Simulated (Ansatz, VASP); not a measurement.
**Two plane-wave programs on C**

```
C
1.0
     1.22278    2.11665    0.00000
     1.22278   -2.11665    0.00000
     0.00000    0.00000   -6.71950
C
4
Direct
  0.11946 0.88054 0.00000
  0.71395 0.28605 0.50000
  0.78605 0.21395 0.00000
  0.38054 0.61946 0.50000
```

Change from the starting cell: mode 1 (-37.7 1/cm) frozen in, largest displacement -0.200 Å.

Alike in both runs: task single point; functional LDA; k mesh 16 × 16 × 6; occupations gaussian, width 0.03 eV; no spin polarisation.

|  | VASP | Ansatz |
| --- | --- | --- |
| version | VASP 6.6.1 | Ansatz 0.2.0 |
| potentials or method | VASP PAW LDA potentials, release 64 (C), cutoff 520 eV | scalar-relativistic, plane waves, PAW |
| valence electrons in the cell | 16 | 16 |

```tsv
	VASP	Ansatz	Ansatz less VASP
gap on the k mesh at the Fermi level (eV)	0.33	0.34	+0.003
least direct gap on the mesh (eV)	0.36	0.37	+0.003
pressure (GPa)	0.8	0.0	-0.80
traceless stress, the component that is largest in VASP (GPa)	-0.99	-0.06	+0.934
rms of the force components (eV/Å)	0.013	0.013	-0.0001
```

LDA's correlation is that of Perdew and Zunger in VASP and of Perdew and Wang (1992) in Ansatz. Atom by atom the forces differ by 0.000 eV/Å (rms over components).
